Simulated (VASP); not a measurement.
# WC (I4/mmm) in VASP: single point with r2SCAN

Aim: the single point of WC with r2SCAN.

All numbers are computed with VASP 6.6.1; they aren't measurements. Logs are shortened: lines on timing, memory, paths and dates and some standing lists are left out, and cuts for length are marked.

### 1 The cell of the first run

It takes space group I4/mmm (No. 139, tetragonal). Conventional cell: a = 3.051 Å, b = 3.051 Å, c = 4.530 Å, α = 90.00°, β = 90.00°, γ = 90.00°. W (site symmetry 4/mmm) has 6 C at 2.16 to 2.27 Å within 2.9 Å. C (site symmetry 4/mmm) has 6 W at 2.16 to 2.27 Å within 2.9 Å.

### 2 Single point, r2SCAN

POSCAR reads:

```
WC
1.0
    0.0000000000      2.1573119436      2.2651775408
    2.1573119436      0.0000000000      2.2651775408
    2.1573119436      2.1573119436      0.0000000000
W C
1 1
Direct
    0.0000000000      0.0000000000      0.0000000000
    0.5000000000      0.5000000000      0.5000000000
```

INCAR.step1 reads:

```
PREC = Accurate ; ENCUT = 520
ISMEAR = 0 ; SIGMA = 0.15
LREAL = False ; LASPH = True
NELM = 80 ; NBANDS = 16
GGA = PE ; ALGO = Normal
EDIFF = 1E-4 ; LWAVE = True
LCHARG = False
```

INCAR.step2 reads:

```
PREC = Accurate ; ENCUT = 520
EDIFF = 1E-6 ; ISMEAR = 0
SIGMA = 0.15 ; LREAL = False
LASPH = True ; NELM = 80
ALGO = Normal ; ISIF = 2
LWAVE = False ; LCHARG = False
METAGGA = R2SCAN ; LMIXTAU = True
NBANDS = 16 ; ISTART = 1
```

KPOINTS reads:

```
Automatic mesh
0
Gamma
  20 20 20
```

Potentials or basis: VASP PAW PBE potentials, release 64 (W_sv, C).

Launch:

```bash
$ cat potpaw_PBE.64/W_sv/POTCAR potpaw_PBE.64/C/POTCAR > POTCAR
$ cp INCAR.step1 INCAR
$ mpirun -np 1 vasp_std > vasp.out
$ cp INCAR.step2 INCAR
$ mpirun -np 1 vasp_std > vasp.out
```

OUTCAR:

```text
PREC = Accurate
   ENCUT = 520
   EDIFF = 1E-6
   ISMEAR = 0
   LREAL = False
   LASPH = True
   NELM = 80
   ISIF = 2
   METAGGA = R2SCAN
   ISTART = 1

 ion  position               nearest neighbor table
   1  0.000  0.000  0.000-   2 2.16   2 2.16   2 2.16   2 2.16   2 2.27   2 2.27
   2  0.500  0.500  0.500-   1 2.16   1 2.16   1 2.16   1 2.16   1 2.27   1 2.27

  LATTYP: Found a body centered tetragonal cell.
 ALAT       =     3.0508998089
 C/A-ratio  =     1.4849242405

  Lattice vectors:

 A1 = (  -2.1573119436,   0.0000000000,   2.2651775408)
 A2 = (   2.1573119436,   0.0000000000,   2.2651775408)
 A3 = (   0.0000000000,   2.1573119436,  -2.2651775408)

Analysis of symmetry for initial positions (statically):
=====================================================================
 Subroutine PRICEL returns:
 Original cell was already a primitive cell.

 Routine SETGRP: Setting up the symmetry group for a
 body centered tetragonal supercell.

 Subroutine GETGRP returns: Found 16 space group operations
 (whereof 16 operations were pure point group operations)
 out of a pool of 16 trial point group operations.

The static configuration has the point symmetry D_4h.

Analysis of symmetry for dynamics (positions and initial velocities):
=====================================================================
 Subroutine PRICEL returns:
 Original cell was already a primitive cell.

 Routine SETGRP: Setting up the symmetry group for a
 body centered tetragonal supercell.

 Subroutine GETGRP returns: Found 16 space group operations
 (whereof 16 operations were pure point group operations)
 out of a pool of 16 trial point group operations.

The dynamic configuration has the point symmetry D_4h.

 Subroutine INISYM returns: Found 16 space group operations
 (whereof 16 operations are pure point group operations),
 and found     1 'primitive' translations

----------------------------------------------------------------------------------------

                                     Primitive cell

  volume of cell :      21.0842

  direct lattice vectors                    reciprocal lattice vectors
     0.000000000  2.157311944  2.265177541    -0.231769912  0.231769912  0.220733250
     2.157311944  0.000000000  2.265177541     0.231769912 -0.231769912  0.220733250
     2.157311944  2.157311944  0.000000000     0.231769912  0.231769912 -0.220733250

[... 81 lines left out ...]
   ENCUT  =  520.0 eV  38.22 Ry    6.18 a.u.   5.82  5.82  5.67*2*pi/ulx,y,z
   NELM   =     80;   NELMIN=  2; NELMDL=  0     # of ELM steps
   EDIFF  = 0.1E-05   stopping-criterion for ELM
   LREAL  =      F    real-space projection
   EDIFFG = 0.1E-04   stopping-criterion for IOM
   NSW    =      0    number of steps for IOM
   IBRION =     -1    ionic relax: 0-MD 1-quasi-New 2-CG
   NFREE  =      0    steps in history (QN), initial steepest desc. (CG)
   ISIF   =      2    stress and relaxation
   ISYM   =      2    0-nonsym 1-usesym 2-fastsym
   POTIM  = 0.5000    time-step for ionic-motion
   TEBEG  =    0.0;   TEEND  =   0.0 temperature during run
   PSTRESS=    0.0 pullay stress
   NELECT =      18.0000    total number of electrons
   NUPDOWN=      -1.0000    fix difference up-down
   EMIN   =  10.00;   EMAX   =-10.00  energy-range for DOS
   EFERMI =   0.00;   METHOD = LEGACY
   ISMEAR =     0;   SIGMA  =   0.15  broadening in eV -4-tet -1-fermi 0-gaus
   EFERMI_NEDOS =   21; number of points for ismear=-14 and -15
   IALGO  =     38    algorithm
   IMIX   =      4    mixing-type and parameters
     AMIX     =   0.40;   BMIX     =  1.00
     AMIX_MAG =   1.60;   BMIX_MAG =  1.00
  volume/ion in A,a.u.               =      10.54        71.14
  Fermi-wavevector in a.u.,A,eV,Ry     =   1.553029  2.934800 32.815887  2.411900
  Thomas-Fermi vector in A             =   2.657319
   LORBIT       =      0    0 simple, 1 ext, 2 COOP (PROOUT), +10 PAW based schemes
   METAGGA = R2SCAN    functional components
   LHFCALC =     F    Hartree Fock is set to
   AEXX    =    0.0000 exact exchange contribution
   IVDW    =     0    specifies the selected vdW correction
   LEPSILON=     F    determine dielectric tensor
   LRPA    =     F    only Hartree local field effects (RPA)
 non-spin polarized calculation
 Gauss-broadening in eV      SIGMA  =   0.15
  energy-cutoff  :      520.00
  volume of cell :       21.08
 maximum number of plane-waves:       582
   NGX = 11   NGY = 11   NGZ = 11

 number of electron      18.0000003 magnetization

 Free energy of the ion-electron system (eV)
  ---------------------------------------------------
  ext. energy  EPLUGINS =         0.00000000
  ---------------------------------------------------
  free energy    TOTEN  =       -60.57484697 eV

  energy without entropy =      -60.56356054  energy(sigma->0) =      -60.56920375

 E-fermi :  12.4005     XC(G=0): -14.8461

 val. band max:       12.3992796495   @ k =   0.3000   0.0500   0.2000
 cond. band min:      12.4084813354   @ k =   0.3000   0.0000   0.3000
 fundamental gap:      0.0092016859
 Fermi energy:        12.4005379210

 k-point     1 :       0.0000    0.0000    0.0000
  band No.  band energies     occupation
      1     -65.0428      2.00000
      2     -28.3836      2.00000
      3     -28.3812      2.00000
      4     -28.3812      2.00000
      5      -4.3134      2.00000
      6       9.1640      2.00000
[... 433 lines left out ...]
      3     -28.4735      2.00000
      4     -28.4114      2.00000
      5      -0.9950      2.00000
      6       3.7358      2.00000
[... 8 lines left out ...]
     15      25.8934      0.00000
     16      26.7878      0.00000

 [... further k-points ...]

------------------------ aborting loop because EDIFF is reached ----------------------------------------

  FORCE on cell =-STRESS in cart. coord.  units (eV):
  Direction    XX          YY          ZZ          XY          YZ          ZX
  --------------------------------------------------------------------------------------
  -------------------------------------------------------------------------------------
  Total        0.7826352      0.7826352     -2.2476627      0.0000000     -0.0000000      0.0000000
  in kB       59.4718995     59.4718995   -170.7983163      0.0000000     -0.0000000      0.0000000
  external PRESSURE =     -17.2848391 kB  Pullay stress =       0.0000000 kB

 VOLUME and BASIS-vectors are now :
 -----------------------------------------------------------------------------
  energy-cutoff  :      520.00
  volume of cell :       21.08
      direct lattice vectors                 reciprocal lattice vectors
     0.000000000  2.157311944  2.265177541    -0.231769912  0.231769912  0.220733250
     2.157311944  0.000000000  2.265177541     0.231769912 -0.231769912  0.220733250
     2.157311944  2.157311944  0.000000000     0.231769912  0.231769912 -0.220733250

 POSITION                                       TOTAL-FORCE (eV/Angst)
 -----------------------------------------------------------------------------------
      0.00000      0.00000      0.00000         0.000000     -0.000000      0.000000
      2.15731      2.15731      2.26518         0.000000      0.000000     -0.000000
 -----------------------------------------------------------------------------------
    total drift:                                0.000000     -0.000000     -0.000000

  FREE ENERGIE OF THE ION-ELECTRON SYSTEM (eV)
  ---------------------------------------------------
  free  energy   TOTEN  =       -60.5748469659 eV

  energy  without entropy=      -60.5635605389  energy(sigma->0) =      -60.56920375
```

Wall time 8.5 min (1 thread of Intel Xeon Platinum 8259CL at 2.50GHz (Skylake/Cascade Lake), shared host); peak memory 0.32 GiB.

Results:

```yaml
Free_energy: -60.5748 eV
Pressure: -1.7 GPa
Band_gap_on_the_k_mesh: zero (bands 9 and 10 overlap by 3.07 eV)
```

Levels at points of the mesh, in eV from the Fermi level:
| k point | band 7 | band 8 | band 9 | band 10 | band 11 | band 12 |
| --- | --- | --- | --- | --- | --- | --- |
| (0.00, 0.00, 0.00) | -2.62 | -2.62 | -1.39 | -1.28 | -1.10 | -1.10 |
| (0.50, 0.00, 0.00) | -7.00 | -6.93 | 0.93 | 1.30 | 2.55 | 5.32 |
| (0.50, 0.50, 0.00) | -5.87 | -2.47 | -2.47 | 0.80 | 2.31 | 2.31 |
| (0.50, 0.00, 0.50) | -5.71 | -2.84 | -2.76 | 0.83 | 2.03 | 2.65 |

Caveat: the stress differs along the axes, from -17 to 6 GPa; the PAW data sets were made with another functional, which shifts forces and pressure a little; spin-orbit coupling is left out, which moves the levels of the heavy elements.
